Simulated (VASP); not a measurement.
# Si (Im-3m) in VASP: a series of runs

Si is run at these levels: r2SCAN; tasks: single point.

Program: VASP 6.6.1. These are calculated values, not measurements. Logs are shortened: lines on timing, memory, paths and dates and some standing lists are left out, and cuts for length are marked.

## 1. The cell of the first run

Symmetry: Im-3m, No. 229, cubic system. The conventional cell has a = 3.046 Å, b = 3.046 Å, c = 3.046 Å, α = 90.00°, β = 90.00°, γ = 90.00°. Within 3.5 Å of Si (site symmetry m-3m) lie 14 Si at 2.64 to 3.05 Å.

This isn't the form of Si at room conditions, which is diamond.

## 2. Single point, r2SCAN

Input file POSCAR:

```
Si
1.0
   -1.5228322315      1.5228322315      1.5228322315
    1.5228322315     -1.5228322315      1.5228322315
    1.5228322315      1.5228322315     -1.5228322315
Si
1
Direct
    0.0000000000      0.0000000000      0.0000000000
```

Input file INCAR.step1:

```
PREC = Accurate
ENCUT = 520
ISMEAR = 0
SIGMA = 0.1
LREAL = False
LASPH = True
NELM = 60
NBANDS = 8
GGA = PE
ALGO = Normal
EDIFF = 1E-4
LWAVE = True
LCHARG = False
```

Input file INCAR.step2:

```
PREC = Accurate
ENCUT = 520
EDIFF = 1E-6
ISMEAR = 0
SIGMA = 0.1
LREAL = False
LASPH = True
NELM = 60
ALGO = Normal
ISIF = 2
LWAVE = False
LCHARG = False
METAGGA = R2SCAN
LMIXTAU = True
NBANDS = 8
ISTART = 1
```

Input file KPOINTS:

```
regular mesh
0
Gamma
  26 26 26
```

Potentials or basis: VASP PAW PBE potentials, release 64 (Si).

Started as:

```sh
$ cat potpaw_PBE.64/Si/POTCAR > POTCAR
$ cp INCAR.step1 INCAR
$ mpirun -np 1 vasp_std > vasp.out
$ cp INCAR.step2 INCAR
$ mpirun -np 1 vasp_std > vasp.out
```

OUTCAR:

```text
PREC = Accurate
   ENCUT = 520
   EDIFF = 1E-6
   ISMEAR = 0
   LREAL = False
   LASPH = True
   NELM = 60
   ISIF = 2
   METAGGA = R2SCAN
   ISTART = 1

 ion  position               nearest neighbor table
   1  0.000  0.000  0.000-

  LATTYP: Found a body centered cubic cell.
 ALAT       =     3.0456644630

  Lattice vectors:

 A1 = (  -1.5228322315,   1.5228322315,   1.5228322315)
 A2 = (   1.5228322315,  -1.5228322315,   1.5228322315)
 A3 = (   1.5228322315,   1.5228322315,  -1.5228322315)

Analysis of symmetry for initial positions (statically):
=====================================================================
 Subroutine PRICEL returns:
 Original cell was already a primitive cell.

 Routine SETGRP: Setting up the symmetry group for a
 body centered cubic supercell.

 Subroutine GETGRP returns: Found 48 space group operations
 (whereof 48 operations were pure point group operations)
 out of a pool of 48 trial point group operations.

The static configuration has the point symmetry O_h .

Analysis of symmetry for dynamics (positions and initial velocities):
=====================================================================
 Subroutine PRICEL returns:
 Original cell was already a primitive cell.

 Routine SETGRP: Setting up the symmetry group for a
 body centered cubic supercell.

 Subroutine GETGRP returns: Found 48 space group operations
 (whereof 48 operations were pure point group operations)
 out of a pool of 48 trial point group operations.

The dynamic configuration has the point symmetry O_h .

 Subroutine INISYM returns: Found 48 space group operations
 (whereof 48 operations are pure point group operations),
 and found     1 'primitive' translations

----------------------------------------------------------------------------------------

                                     Primitive cell

  volume of cell :      14.1259

  direct lattice vectors                    reciprocal lattice vectors
    -1.522832232  1.522832232  1.522832232     0.000000000  0.328335577  0.328335577
     1.522832232 -1.522832232  1.522832232     0.328335577  0.000000000  0.328335577
     1.522832232  1.522832232 -1.522832232     0.328335577  0.328335577  0.000000000

  length of vectors
     2.637622796  2.637622796  2.637622796     0.464336627  0.464336627  0.464336627

  position of ions in fractional coordinates (direct lattice)
     0.000000000  0.000000000  0.000000000

[... 75 lines left out ...]
   EDIFF  = 0.1E-05   stopping-criterion for ELM
   LREAL  =      F    real-space projection
   EDIFFG = 0.1E-04   stopping-criterion for IOM
   NSW    =      0    number of steps for IOM
   IBRION =     -1    ionic relax: 0-MD 1-quasi-New 2-CG
   NFREE  =      0    steps in history (QN), initial steepest desc. (CG)
   ISIF   =      2    stress and relaxation
   ISYM   =      2    0-nonsym 1-usesym 2-fastsym
   POTIM  = 0.5000    time-step for ionic-motion
   TEBEG  =    0.0;   TEEND  =   0.0 temperature during run
   PSTRESS=    0.0 pullay stress
   NELECT =       4.0000    total number of electrons
   NUPDOWN=      -1.0000    fix difference up-down
   EMIN   =  10.00;   EMAX   =-10.00  energy-range for DOS
   EFERMI =   0.00;   METHOD = LEGACY
   ISMEAR =     0;   SIGMA  =   0.10  broadening in eV -4-tet -1-fermi 0-gaus
   EFERMI_NEDOS =   21; number of points for ismear=-14 and -15
   IALGO  =     38    algorithm
   IMIX   =      4    mixing-type and parameters
     AMIX     =   0.40;   BMIX     =  1.00
     AMIX_MAG =   1.60;   BMIX_MAG =  1.00
  volume/ion in A,a.u.               =      14.13        95.33
  Fermi-wavevector in a.u.,A,eV,Ry     =   1.075035  2.031522 15.724269  1.155701
  Thomas-Fermi vector in A             =   2.210881
   LORBIT       =      0    0 simple, 1 ext, 2 COOP (PROOUT), +10 PAW based schemes
   METAGGA = R2SCAN    functional components
   LHFCALC =     F    Hartree Fock is set to
   AEXX    =    0.0000 exact exchange contribution
   IVDW    =     0    specifies the selected vdW correction
   LEPSILON=     F    determine dielectric tensor
   LRPA    =     F    only Hartree local field effects (RPA)
 non-spin polarized calculation
 Gauss-broadening in eV      SIGMA  =   0.10
  energy-cutoff  :      520.00
  volume of cell :       14.13
 maximum number of plane-waves:       394
   NGX =  9   NGY =  9   NGZ =  9

 number of electron       4.0000000 magnetization

 Free energy of the ion-electron system (eV)
  ---------------------------------------------------
  ext. energy  EPLUGINS =         0.00000000
  ---------------------------------------------------
  free energy    TOTEN  =        -8.02983564 eV

  energy without entropy =       -8.02729754  energy(sigma->0) =       -8.02856659

 E-fermi :  10.3924     XC(G=0): -12.1076

 val. band max:       10.3895960169   @ k =   0.2308   0.1923   0.0000
 cond. band min:      10.3953792602   @ k =   0.3077   0.1923   0.0385
 fundamental gap:      0.0057832433
 Fermi energy:        10.3924120725

 k-point     1 :       0.0000    0.0000    0.0000
  band No.  band energies     occupation
      1      -5.0785      2.00000
      2      23.1460      0.00000
      3      23.1461      0.00000
      4      23.1461      0.00000
      5      23.8648      0.00000
      6      23.8648      0.00000
      7      23.8648      0.00000
      8      27.9164      0.00000
[... 243 lines left out ...]
 k-point    24 :       0.3846    0.0385    0.0000
  band No.  band energies     occupation
      1       0.3396      2.00000
      2       6.5177      2.00000
      3      16.3380      0.00000
      4      18.0975      0.00000
      5      20.2596      0.00000
      6      21.8988      0.00000
      7      30.4582      0.00000
      8      32.2881      0.00000

 [... further k-points ...]

------------------------ aborting loop because EDIFF is reached ----------------------------------------

  FORCE on cell =-STRESS in cart. coord.  units (eV):
  Direction    XX          YY          ZZ          XY          YZ          ZX
  --------------------------------------------------------------------------------------
  -------------------------------------------------------------------------------------
  Total        0.0076486      0.0076486      0.0076486     -0.0000000     -0.0000000     -0.0000000
  in kB        0.8675140      0.8675140      0.8675140     -0.0000000     -0.0000000     -0.0000000
  external PRESSURE =       0.8675140 kB  Pullay stress =       0.0000000 kB

 VOLUME and BASIS-vectors are now :
 -----------------------------------------------------------------------------
  energy-cutoff  :      520.00
  volume of cell :       14.13
      direct lattice vectors                 reciprocal lattice vectors
    -1.522832232  1.522832232  1.522832232     0.000000000  0.328335577  0.328335577
     1.522832232 -1.522832232  1.522832232     0.328335577  0.000000000  0.328335577
     1.522832232  1.522832232 -1.522832232     0.328335577  0.328335577  0.000000000

 POSITION                                       TOTAL-FORCE (eV/Angst)
 -----------------------------------------------------------------------------------
      0.00000      0.00000      0.00000        -0.000000     -0.000000     -0.000000
 -----------------------------------------------------------------------------------
    total drift:                               -0.000000     -0.000000      0.000000

  FREE ENERGIE OF THE ION-ELECTRON SYSTEM (eV)
  ---------------------------------------------------
  free  energy   TOTEN  =        -8.0298356359 eV

  energy  without entropy=       -8.0272975365  energy(sigma->0) =       -8.02856659
```

It took 86 s on 1 thread of AMD EPYC 9R45 (Zen 5), shared host; peak memory 0.13 GiB.

What came out:

```
Free energy            : -8.0298 eV
Pressure               : 0.1 GPa
Band gap on the k mesh : zero (bands 2 and 3 overlap by 17.32 eV)
```

Levels at points of the mesh, in eV from the Fermi level:
| k point | band 1 | band 2 | band 3 | band 4 | band 5 | band 6 |
| --- | --- | --- | --- | --- | --- | --- |
| (0.00, 0.00, 0.00) | -15.47 | 12.75 | 12.75 | 12.75 | 13.47 | 13.47 |
| (0.50, 0.00, 0.00) | -7.32 | -7.23 | 6.11 | 8.04 | 8.93 | 10.81 |
| (0.50, 0.50, 0.50) | -0.55 | -0.55 | -0.55 | 1.99 | 2.27 | 2.27 |

Caveat: the PAW data sets were made with another functional, which shifts forces and pressure a little.

## 3. Single point, r2SCAN

This run uses another cell than the first one: it holds 6 atoms, not 1.

Input file POSCAR:

```
Si
1.0
   -3.3495183281      3.3495183281      3.3495183281
    3.3495183281     -3.3495183281      3.3495183281
    3.3495183281      3.3495183281     -3.3495183281
Si
6
Direct
    0.7500000000      0.2500000000      0.5000000000
    0.7500000000      0.5000000000      0.2500000000
    0.5000000000      0.2500000000      0.7500000000
    0.2500000000      0.5000000000      0.7500000000
    0.2500000000      0.7500000000      0.5000000000
    0.5000000000      0.7500000000      0.2500000000
```

Input file INCAR.step1:

```
  PREC = Accurate
  ENCUT = 520
  ISMEAR = 0
  SIGMA = 0.01
  LREAL = F
  LASPH = T
  NELM = 60
  NBANDS = 21
  GGA = PE
  ALGO = Normal
  EDIFF = 1E-4
  LWAVE = T
  LCHARG = F
```

Input file INCAR.step2:

```
  PREC = Accurate
  ENCUT = 520
  EDIFF = 1E-6
  ISMEAR = 0
  SIGMA = 0.01
  LREAL = F
  LASPH = T
  NELM = 60
  ALGO = Normal
  ISIF = 2
  LWAVE = F
  LCHARG = F
  METAGGA = R2SCAN
  LMIXTAU = T
  NBANDS = 21
  ISTART = 1
```

Input file KPOINTS:

```
regular mesh
0
Gamma
  8 8 8
```

Potentials or basis: VASP PAW PBE potentials, release 64 (Si).

Started as:

```sh
$ cat potpaw_PBE.64/Si/POTCAR > POTCAR
$ cp INCAR.step1 INCAR
$ mpirun -np 1 vasp_std > vasp.out
$ cp INCAR.step2 INCAR
$ mpirun -np 1 vasp_std > vasp.out
```

OUTCAR:

```text
PREC = Accurate
   ENCUT = 520
   EDIFF = 1E-6
   ISMEAR = 0
   LREAL = F
   LASPH = T
   NELM = 60
   ISIF = 2
   METAGGA = R2SCAN
   ISTART = 1

 ion  position               nearest neighbor table
   1  0.750  0.250  0.500-   2 2.37   3 2.37   4 2.37   6 2.37
   2  0.750  0.500  0.250-   1 2.37   5 2.37   6 2.37   3 2.37
   3  0.500  0.250  0.750-   1 2.37   2 2.37   4 2.37   5 2.37
   4  0.250  0.500  0.750-   3 2.37   5 2.37   6 2.37   1 2.37
   5  0.250  0.750  0.500-   3 2.37   4 2.37   6 2.37   2 2.37
   6  0.500  0.750  0.250-   1 2.37   2 2.37   5 2.37   4 2.37

  LATTYP: Found a body centered cubic cell.
 ALAT       =     6.6990366562

  Lattice vectors:

 A1 = (  -3.3495183281,   3.3495183281,   3.3495183281)
 A2 = (   3.3495183281,  -3.3495183281,   3.3495183281)
 A3 = (   3.3495183281,   3.3495183281,  -3.3495183281)

Analysis of symmetry for initial positions (statically):
=====================================================================
 Subroutine PRICEL returns:
 Original cell was already a primitive cell.

 Routine SETGRP: Setting up the symmetry group for a
 body centered cubic supercell.

 Subroutine GETGRP returns: Found 48 space group operations
 (whereof 48 operations were pure point group operations)
 out of a pool of 48 trial point group operations.

The static configuration has the point symmetry O_h .

Analysis of symmetry for dynamics (positions and initial velocities):
=====================================================================
 Subroutine PRICEL returns:
 Original cell was already a primitive cell.

 Routine SETGRP: Setting up the symmetry group for a
 body centered cubic supercell.

 Subroutine GETGRP returns: Found 48 space group operations
 (whereof 48 operations were pure point group operations)
 out of a pool of 48 trial point group operations.

The dynamic configuration has the point symmetry O_h .

 Subroutine INISYM returns: Found 48 space group operations
 (whereof 48 operations are pure point group operations),
 and found     1 'primitive' translations

----------------------------------------------------------------------------------------

                                     Primitive cell

  volume of cell :     150.3166

  direct lattice vectors                    reciprocal lattice vectors
    -3.349518328  3.349518328  3.349518328     0.000000000  0.149275195  0.149275195
     3.349518328 -3.349518328  3.349518328     0.149275195  0.000000000  0.149275195
     3.349518328  3.349518328 -3.349518328     0.149275195  0.149275195  0.000000000

  length of vectors
     5.801535925  5.801535925  5.801535925     0.211107005  0.211107005  0.211107005

  position of ions in fractional coordinates (direct lattice)
     0.750000000  0.250000000  0.500000000
     0.750000000  0.500000000  0.250000000
     0.500000000  0.250000000  0.750000000
     0.250000000  0.500000000  0.750000000
     0.250000000  0.750000000  0.500000000
     0.500000000  0.750000000  0.250000000

  ion indices of the primitive-cell ions
   primitive index   ion index
                 1           1
                 2           2
                 3           3
                 4           4
                 5           5
                 6           6
[... 29 lines left out ...]
  0.000000  0.000000  0.000000      1.000000
  0.125000  0.000000  0.000000     12.000000
  0.250000  0.000000  0.000000     12.000000
  0.375000  0.000000  0.000000     12.000000
  0.500000  0.000000  0.000000      6.000000
  0.125000  0.125000  0.000000     24.000000
[... 16 lines left out ...]
 -0.250000  0.250000  0.250000      6.000000
 -0.375000  0.375000  0.250000     24.000000
 [... further k-points ...]
   k-points           NKPTS =     29   k-points in BZ     NKDIM =     29   number of bands    NBANDS=     21
   number of dos      NEDOS =    301   number of ions     NIONS =      6
   total plane-waves  NPLWV = 110592
   dimension x,y,z NGX =    48 NGY =   48 NGZ =   48
   dimension x,y,z NGXF=    96 NGYF=   96 NGZF=   96
   ions per type =               6
   NGX,Y,Z   is equivalent  to a cutoff of  13.75, 13.75, 13.75 a.u.
   NGXF,Y,Z  is equivalent  to a cutoff of  27.51, 27.51, 27.51 a.u.
 SYSTEM =  unknown system
   PREC   = accura    normal or accurate (medium, high low for compatibility)
   ISTART =      1    job   : 0-new  1-cont  2-samecut
   ICHARG =      0    charge: 1-file 2-atom 10-const
   ISPIN  =      1    spin polarized calculation?
   LNONCOLLINEAR =      F non collinear calculations
   LSORBIT =      F    spin-orbit coupling
   LASPH  =      T    aspherical Exc in radial PAW
   ENCUT  =  520.0 eV  38.22 Ry    6.18 a.u.  10.79 10.79 10.79*2*pi/ulx,y,z
   NELM   =     60;   NELMIN=  2; NELMDL=  0     # of ELM steps
   EDIFF  = 0.1E-05   stopping-criterion for ELM
   LREAL  =      F    real-space projection
   EDIFFG = 0.1E-04   stopping-criterion for IOM
   NSW    =      0    number of steps for IOM
   IBRION =     -1    ionic relax: 0-MD 1-quasi-New 2-CG
   NFREE  =      0    steps in history (QN), initial steepest desc. (CG)
   ISIF   =      2    stress and relaxation
   ISYM   =      2    0-nonsym 1-usesym 2-fastsym
   POTIM  = 0.5000    time-step for ionic-motion
   TEBEG  =    0.0;   TEEND  =   0.0 temperature during run
   PSTRESS=    0.0 pullay stress
   NELECT =      24.0000    total number of electrons
   NUPDOWN=      -1.0000    fix difference up-down
   EMIN   =  10.00;   EMAX   =-10.00  energy-range for DOS
   EFERMI =   0.00;   METHOD = LEGACY
   ISMEAR =     0;   SIGMA  =   0.01  broadening in eV -4-tet -1-fermi 0-gaus
   EFERMI_NEDOS =   21; number of points for ismear=-14 and -15
   IALGO  =     38    algorithm
   IMIX   =      4    mixing-type and parameters
     AMIX     =   0.40;   BMIX     =  1.00
     AMIX_MAG =   1.60;   BMIX_MAG =  1.00
  volume/ion in A,a.u.               =      25.05       169.06
  Fermi-wavevector in a.u.,A,eV,Ry     =   0.888129  1.678321 10.731918  0.788774
  Thomas-Fermi vector in A             =   2.009518
   LORBIT       =      0    0 simple, 1 ext, 2 COOP (PROOUT), +10 PAW based schemes
   METAGGA = R2SCAN    functional components
   LHFCALC =     F    Hartree Fock is set to
   AEXX    =    0.0000 exact exchange contribution
   IVDW    =     0    specifies the selected vdW correction
   LEPSILON=     F    determine dielectric tensor
   LRPA    =     F    only Hartree local field effects (RPA)
 non-spin polarized calculation
 Gauss-broadening in eV      SIGMA  =   0.01
  energy-cutoff  :      520.00
  volume of cell :      150.32
 maximum number of plane-waves:      4124
 NGX is ok and might be reduce to    48

 number of electron      23.9999999 magnetization

 Free energy of the ion-electron system (eV)
  ---------------------------------------------------
  ext. energy  EPLUGINS =         0.00000000
  ---------------------------------------------------
  free energy    TOTEN  =       -51.02044109 eV

  energy without entropy =      -51.02044109  energy(sigma->0) =      -51.02044109

 E-fermi :   3.8953     XC(G=0):  -8.5601

 val. band max:        3.8214459423   @ k =   0.5000   0.5000   0.5000
 cond. band min:       4.1044040293   @ k =  -0.2500   0.2500   0.2500
 fundamental gap:      0.2829580871
 Fermi energy:         3.8952759613

 k-point     1 :       0.0000    0.0000    0.0000
  band No.  band energies     occupation
      1      -8.4673      2.00000
      2      -3.7156      2.00000
      3      -3.7156      2.00000
      4      -3.5680      2.00000
      5      -3.5680      2.00000
      6      -3.5680      2.00000
[... 565 lines left out ...]
     20       8.5699      0.00000
     21       8.9411      0.00000

 [... further k-points ...]

------------------------ aborting loop because EDIFF is reached ----------------------------------------

  FORCE on cell =-STRESS in cart. coord.  units (eV):
  Direction    XX          YY          ZZ          XY          YZ          ZX
  --------------------------------------------------------------------------------------
  -------------------------------------------------------------------------------------
  Total       -0.1552350     -0.1552350     -0.1552350     -0.0000000     -0.0000000      0.0000000
  in kB       -1.6546005     -1.6546005     -1.6546005     -0.0000000     -0.0000000      0.0000000
  external PRESSURE =      -1.6546005 kB  Pullay stress =       0.0000000 kB

 VOLUME and BASIS-vectors are now :
 -----------------------------------------------------------------------------
  energy-cutoff  :      520.00
  volume of cell :      150.32
      direct lattice vectors                 reciprocal lattice vectors
    -3.349518328  3.349518328  3.349518328     0.000000000  0.149275195  0.149275195
     3.349518328 -3.349518328  3.349518328     0.149275195  0.000000000  0.149275195
     3.349518328  3.349518328 -3.349518328     0.149275195  0.149275195  0.000000000

 POSITION                                       TOTAL-FORCE (eV/Angst)
 -----------------------------------------------------------------------------------
      0.00000      3.34952      1.67476         0.000000     -0.000000      0.000000
      0.00000      1.67476      3.34952         0.000000     -0.000000     -0.000000
      1.67476      3.34952      0.00000        -0.000000      0.000000      0.000000
      3.34952      1.67476      0.00000        -0.000000     -0.000000      0.000000
      3.34952      0.00000      1.67476        -0.000000      0.000000      0.000000
      1.67476      0.00000      3.34952         0.000000      0.000000     -0.000000
 -----------------------------------------------------------------------------------
    total drift:                               -0.000000     -0.000000      0.000000

  FREE ENERGIE OF THE ION-ELECTRON SYSTEM (eV)
  ---------------------------------------------------
  free  energy   TOTEN  =       -51.0204410948 eV

  energy  without entropy=      -51.0204410948  energy(sigma->0) =      -51.02044109
```

Wall time 5 min (1 thread of AMD EPYC 9R45 (Zen 5), shared host); peak memory 0.34 GiB.

What came out:

| Item | Value |
| --- | --- |
| Free energy | -51.0204 eV |
| Pressure | -0.2 GPa |
| Band gap on the k mesh | 0.28 eV (least direct gap 0.51 eV) |

Caveat: the PAW data sets were made with another functional, which shifts forces and pressure a little.
